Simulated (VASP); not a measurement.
# LiF3 (Im-3m) in VASP: relaxation of cell and atoms with PBE

Aim: the relaxation of cell and atoms of LiF3 with PBE.

Everything below comes from runs of VASP 6.6.1. Logs are shortened: lines on timing, memory, paths and dates and some standing lists are left out, and cuts for length are marked.

## 1. The cell of the first run

It takes space group Im-3m (No. 229, cubic). Conventional cell: a = 4.432 Å, b = 4.432 Å, c = 4.432 Å, α = 90.00°, β = 90.00°, γ = 90.00°. Within 2.9 Å of Li (site symmetry m-3m) lie 6 F at 2.22 Å. F (site symmetry 4/mmm) has 2 Li at 2.22 Å and 4 F at 2.22 Å within 2.9 Å.

The cell was generated, and may not be a known phase.

## 2. Relaxation of cell and atoms, PBE, collinear spin

Input file INCAR:

```
ALGO     = Normal         # electronic algorithm
EDIFF    = 1E-7           # SCF threshold, eV
EDIFFG   = -0.01          # ionic threshold
ENCUT    = 910            # plane-wave cutoff, eV
GGA      = PE             # functional
GGA_COMPAT= F            
IBRION   = 2              # ionic algorithm
ISIF     = 3              # what is computed and relaxed
ISMEAR   = 0              # smearing method
ISPIN    = 2              # spin polarisation
LASPH    = T              # aspherical terms in the spheres
LCHARG   = F              # write CHGCAR
LORBIT   = 11             # projections on sites
LREAL    = F              # projectors in reciprocal space
LWAVE    = F              # write WAVECAR
MAGMOM   = 0 0.74 0.74 0.74 # initial moments
NELM     = 200            # most SCF steps
NELMIN   = 4            
NSW      = 100            # ionic steps
PREC     = Accurate       # precision mode
SIGMA    = 0.1            # smearing width, eV
```

Input file KPOINTS:

```
k-points
0
Gamma
  14 14 14
```

Input file POSCAR:

```
LiF3
1.0
   -2.2159550695      2.2159550695      2.2159550695
    2.2159550695     -2.2159550695      2.2159550695
    2.2159550695      2.2159550695     -2.2159550695
Li F
1 3
Direct
    0.0000000000      0.0000000000      0.0000000000
    0.0000000000      0.5000000000      0.5000000000
    0.5000000000      0.0000000000      0.5000000000
    0.5000000000      0.5000000000      0.0000000000
```

Potentials or basis: VASP PAW PBE potentials, release 64 (Li_sv, F_h).

Run with:

```sh
cat potpaw_PBE.64/Li_sv/POTCAR potpaw_PBE.64/F_h/POTCAR > POTCAR
mpirun -np 1 vasp_std > vasp.out
```

OUTCAR:

```text
EDIFF = 1E-7
   EDIFFG = -0.01
   ENCUT = 910
   GGA = PE
   IBRION = 2
   ISIF = 3
   ISMEAR = 0
   ISPIN = 2
   LASPH = T
   LORBIT = 11
   LREAL = F
   NELM = 200
   NELMIN = 4
   NSW = 100
   PREC = Accurate

 ion  position               nearest neighbor table
   1  0.000  0.000  0.000-
   2  0.000  0.500  0.500-
   3  0.500  0.000  0.500-
   4  0.500  0.500  0.000-

  LATTYP: Found a body centered cubic cell.
 ALAT       =     4.4319101390

  Lattice vectors:

 A1 = (  -2.2159550695,   2.2159550695,   2.2159550695)
 A2 = (   2.2159550695,  -2.2159550695,   2.2159550695)
 A3 = (   2.2159550695,   2.2159550695,  -2.2159550695)

Analysis of symmetry for initial positions (statically):
=====================================================================
 Subroutine PRICEL returns:
 Original cell was already a primitive cell.

 Routine SETGRP: Setting up the symmetry group for a
 body centered cubic supercell.

 Subroutine GETGRP returns: Found 48 space group operations
 (whereof 48 operations were pure point group operations)
 out of a pool of 48 trial point group operations.

The static configuration has the point symmetry O_h .

Analysis of symmetry for dynamics (positions and initial velocities):
=====================================================================
 Subroutine PRICEL returns:
 Original cell was already a primitive cell.

 Routine SETGRP: Setting up the symmetry group for a
 body centered cubic supercell.

 Subroutine GETGRP returns: Found 48 space group operations
 (whereof 48 operations were pure point group operations)
 out of a pool of 48 trial point group operations.

The dynamic configuration has the point symmetry O_h .

Analysis of structural, dynamic, and magnetic symmetry:
=====================================================================
 Subroutine PRICEL returns:
 Original cell was already a primitive cell.

 Routine SETGRP: Setting up the symmetry group for a
 body centered cubic supercell.

 Subroutine GETGRP returns: Found 48 space group operations
 (whereof 48 operations were pure point group operations)
 out of a pool of 48 trial point group operations.

The overall configuration has the point symmetry O_h .

 Subroutine INISYM returns: Found 48 space group operations
 (whereof 48 operations are pure point group operations),
 and found     1 'primitive' translations

----------------------------------------------------------------------------------------

                                     Primitive cell

  volume of cell :      43.5254

  direct lattice vectors                    reciprocal lattice vectors
    -2.215955070  2.215955070  2.215955070     0.000000000  0.225636344  0.225636344
     2.215955070 -2.215955070  2.215955070     0.225636344  0.000000000  0.225636344
     2.215955070  2.215955070 -2.215955070     0.225636344  0.225636344  0.000000000

  length of vectors
     3.838146768  3.838146768  3.838146768     0.319097978  0.319097978  0.319097978

  position of ions in fractional coordinates (direct lattice)
     0.000000000  0.000000000  0.000000000
     0.000000000  0.500000000  0.500000000
     0.500000000  0.000000000  0.500000000
     0.500000000  0.500000000  0.000000000

  ion indices of the primitive-cell ions
   primitive index   ion index
                 1           1
                 2           2
                 3           3
                 4           4

----------------------------------------------------------------------------------------

 KPOINTS: k-points

Automatic generation of k-mesh.
 Grid dimensions read from file:
 generate k-points for:   14   14   14

 Generating k-lattice:

  Cartesian coordinates                     Fractional coordinates (reciprocal lattice)
     0.000000000  0.016116882  0.016116882     0.071428571  0.000000000  0.000000000
     0.016116882  0.000000000  0.016116882     0.000000000  0.071428571  0.000000000
     0.016116882  0.016116882  0.000000000     0.000000000  0.000000000  0.071428571

  Length of vectors
     0.022792713  0.022792713  0.022792713

  Shift w.r.t. Gamma in fractional coordinates (k-lattice)
     0.000000000  0.000000000  0.000000000

 Subroutine IBZKPT returns following result:
 ===========================================

 Found    104 irreducible k-points:

 Following reciprocal coordinates:
            Coordinates               Weight
  0.000000  0.000000  0.000000      1.000000
  0.071429  0.000000  0.000000     12.000000
  0.142857  0.000000  0.000000     12.000000
  0.214286  0.000000  0.000000     12.000000
  0.285714  0.000000  0.000000     12.000000
  0.357143  0.000000  0.000000     12.000000
[... 16 lines left out ...]
  0.285714  0.285714  0.000000     24.000000
  0.357143  0.285714  0.000000     24.000000
 [... further k-points ...]
   k-points           NKPTS =    104   k-points in BZ     NKDIM =    104   number of bands    NBANDS=     17
   number of dos      NEDOS =    301   number of ions     NIONS =      4
   total plane-waves  NPLWV =  64000
   dimension x,y,z NGX =    40 NGY =   40 NGZ =   40
   dimension x,y,z NGXF=    80 NGYF=   80 NGZF=   80
   ions per type =               1   3
   NGX,Y,Z   is equivalent  to a cutoff of  17.33, 17.33, 17.33 a.u.
   NGXF,Y,Z  is equivalent  to a cutoff of  34.65, 34.65, 34.65 a.u.
 SYSTEM =  unknown system
   PREC   = accura    normal or accurate (medium, high low for compatibility)
   ISTART =      0    job   : 0-new  1-cont  2-samecut
   ICHARG =      2    charge: 1-file 2-atom 10-const
   ISPIN  =      2    spin polarized calculation?
   LNONCOLLINEAR =      F non collinear calculations
   LSORBIT =      F    spin-orbit coupling
   LASPH  =      T    aspherical Exc in radial PAW
   ENCUT  =  910.0 eV  66.88 Ry    8.18 a.u.   9.44  9.44  9.44*2*pi/ulx,y,z
   NELM   =    200;   NELMIN=  4; NELMDL= -5     # of ELM steps
   EDIFF  = 0.1E-06   stopping-criterion for ELM
   LREAL  =      F    real-space projection
   EDIFFG = -.1E-01   stopping-criterion for IOM
   NSW    =    100    number of steps for IOM
   IBRION =      2    ionic relax: 0-MD 1-quasi-New 2-CG
   NFREE  =      1    steps in history (QN), initial steepest desc. (CG)
   ISIF   =      3    stress and relaxation
   ISYM   =      2    0-nonsym 1-usesym 2-fastsym
   POTIM  = 0.5000    time-step for ionic-motion
   TEBEG  =    0.0;   TEEND  =   0.0 temperature during run
   PSTRESS=    0.0 pullay stress
   NELECT =      24.0000    total number of electrons
   NUPDOWN=      -1.0000    fix difference up-down
   EMIN   =  10.00;   EMAX   =-10.00  energy-range for DOS
   EFERMI =   0.00;   METHOD = LEGACY
   ISMEAR =     0;   SIGMA  =   0.10  broadening in eV -4-tet -1-fermi 0-gaus
   EFERMI_NEDOS =   21; number of points for ismear=-14 and -15
   IALGO  =     38    algorithm
   IMIX   =      4    mixing-type and parameters
     AMIX     =   0.40;   BMIX     =  1.00
     AMIX_MAG =   1.60;   BMIX_MAG =  1.00
  volume/ion in A,a.u.               =      10.88        73.43
  Fermi-wavevector in a.u.,A,eV,Ry     =   1.342448  2.536860 24.519984  1.802168
  Thomas-Fermi vector in A             =   2.470602
   LORBIT       =     11    0 simple, 1 ext, 2 COOP (PROOUT), +10 PAW based schemes
   GGA     = PE    functional components
   LHFCALC =     F    Hartree Fock is set to
   AEXX    =    0.0000 exact exchange contribution
   IVDW    =     0    specifies the selected vdW correction
   LEPSILON=     F    determine dielectric tensor
   LRPA    =     F    only Hartree local field effects (RPA)
 conjugate gradient relaxation of ions
 spin polarized calculation
 Gauss-broadening in eV      SIGMA  =   0.10
  energy-cutoff  :      910.00
  volume of cell :       43.53
 maximum number of plane-waves:      2734
 NGX is ok and might be reduce to    40
   NGX = 19   NGY = 19   NGZ = 19

--------------------------------------- Ionic step        1  -------------------------------------------

 number of electron      24.0000014 magnetization       2.0000021

 Free energy of the ion-electron system (eV)
  ---------------------------------------------------
  ext. energy  EPLUGINS =         0.00000000
  ---------------------------------------------------
  free energy    TOTEN  =       -12.23483121 eV

  energy without entropy =      -12.22873232  energy(sigma->0) =      -12.23178176

------------------------ aborting loop because EDIFF is reached ----------------------------------------

  FORCE on cell =-STRESS in cart. coord.  units (eV):
  Direction    XX          YY          ZZ          XY          YZ          ZX
  --------------------------------------------------------------------------------------
  -------------------------------------------------------------------------------------
  Total       -0.4745946     -0.4745946     -0.4745946     -0.0000000      0.0000000     -0.0000000
  in kB      -17.4699060    -17.4699060    -17.4699060     -0.0000000      0.0000000     -0.0000000
  external PRESSURE =     -17.4699060 kB  Pullay stress =       0.0000000 kB
[... 61 lines left out ...]
  energy  without entropy=      -12.2345540465  energy(sigma->0) =      -12.23758348

--------------------------------------- Ionic step        3  -------------------------------------------

 number of electron      24.0000010 magnetization       2.0000002

 Free energy of the ion-electron system (eV)
  ---------------------------------------------------
  ext. energy  EPLUGINS =         0.00000000
  ---------------------------------------------------
  free energy    TOTEN  =       -12.24180539 eV

  energy without entropy =      -12.23577246  energy(sigma->0) =      -12.23878892

 E-fermi :  -1.4158     XC(G=0):  -9.2827

 val. band max:       -1.4279873112   @ k =   0.5000   0.5000   0.1429
 cond. band min:      -1.4109585676   @ k =   0.2143   0.2143   0.1429
 fundamental gap:      0.0170287436
 Fermi energy:        -1.4157566321

 spin component 1

 k-point     1 :       0.0000    0.0000    0.0000
  band No.  band energies     occupation
      1     -43.8865      1.00000
      2     -23.9093      1.00000
      3     -22.0659      1.00000
      4     -22.0659      1.00000
      5      -5.7531      1.00000
      6      -5.7531      1.00000
[... 9 lines left out ...]
     16      13.9344      0.00000
     17      13.9344      0.00000
[... 445 lines left out ...]
      3     -22.9228      1.00000
      4     -22.1993      1.00000
      5      -5.4049      1.00000
      6      -5.1292      1.00000
[... 9 lines left out ...]
     16      11.5446      0.00000
     17      12.4890      0.00000

 [... further k-points ...]

 spin component 2

 k-point     1 :       0.0000    0.0000    0.0000
  band No.  band energies     occupation
      1     -43.8927      1.00000
      2     -22.7460      1.00000
      3     -20.7898      1.00000
      4     -20.7898      1.00000
      5      -4.3790      1.00000
      6      -4.3790      1.00000
[... 9 lines left out ...]
     16      14.0006      0.00000
     17      14.0006      0.00000
[... 491 lines left out ...]
  FREE ENERGIE OF THE ION-ELECTRON SYSTEM (eV)
  ---------------------------------------------------
  free  energy   TOTEN  =       -12.2418053858 eV

  energy  without entropy=      -12.2357724575  energy(sigma->0) =      -12.23878892

 reached required accuracy - stopping structural energy minimisation

 total charge

# of ion       s       p       d       tot
------------------------------------------
    1        2.000   0.023   0.000   2.023
    2        1.327   3.085   0.000   4.413
    3        1.327   3.085   0.000   4.413
    4        1.327   3.085   0.000   4.413
--------------------------------------------------
tot          5.982   9.279   0.000  15.261

 magnetization (x)

# of ion       s       p       d       tot
------------------------------------------
    1       -0.001  -0.001   0.000  -0.002
    2        0.008   0.497   0.000   0.505
    3        0.008   0.497   0.000   0.505
    4        0.008   0.497   0.000   0.505
--------------------------------------------------
tot          0.024   1.488   0.000   1.512
```

It took 10 min on 1 thread of AMD EPYC 7R13 (Zen 3), shared host; peak memory 0.41 GiB.

What came out:

| Quantity | Value |
| --- | --- |
| Free energy | -12.2418 eV |
| Relaxed volume | 10.57 Å³/atom |
| Relaxed cell | a = 3.801 Å, b = 3.801 Å, c = 3.801 Å, α = 109.47°, β = 109.47°, γ = 109.47° |
| Space group after relaxing (to 0.1 Å) | Im-3m (No. 229) |
| Energy gained by relaxing | 1.7 meV/atom |
| Ionic steps | 3 |
| Pressure after relaxing | 0.0 GPa |
| Band gap on the k mesh | zero (filled and empty bands overlap) |
| Net moment | 2.00 μB per cell |
| Site moments | Li -0.00; F +0.51 μB |
| Valence electrons inside the program's atomic spheres | Li 2.02; F 4.41 |

Step by step:
| step | energy change (eV) | largest force (eV/Å) | pressure (GPa) | volume (Å³) |
| --- | --- | --- | --- | --- |
| 1 | 0.0000 | 0.0000 | -1.75 | 43.53 |
| 2 | -0.0058 | 0.0000 | -0.74 | 42.78 |
| 3 | -0.0070 | 0.0000 | -0.02 | 42.28 |

Final structure:
```cif
data_structure
_symmetry_space_group_name_H-M 'P 1'
_symmetry_Int_Tables_number 1
_cell_length_a 3.8012
_cell_length_b 3.8012
_cell_length_c 3.8012
_cell_angle_alpha 109.471
_cell_angle_beta 109.471
_cell_angle_gamma 109.471
_cell_volume 42.28
loop_
_atom_site_label
_atom_site_type_symbol
_atom_site_fract_x
_atom_site_fract_y
_atom_site_fract_z
_atom_site_occupancy
Li1 Li 0.00000 0.00000 0.00000 1
F1 F 0.00000 0.50000 0.50000 1
F2 F 0.50000 0.00000 0.50000 1
F3 F 0.50000 0.50000 0.00000 1
```

Caveat: the cutoff is under 1.25 times the usual one of these potentials, so pressure, stress and relaxed cells hold a basis-set (Pulay) error.
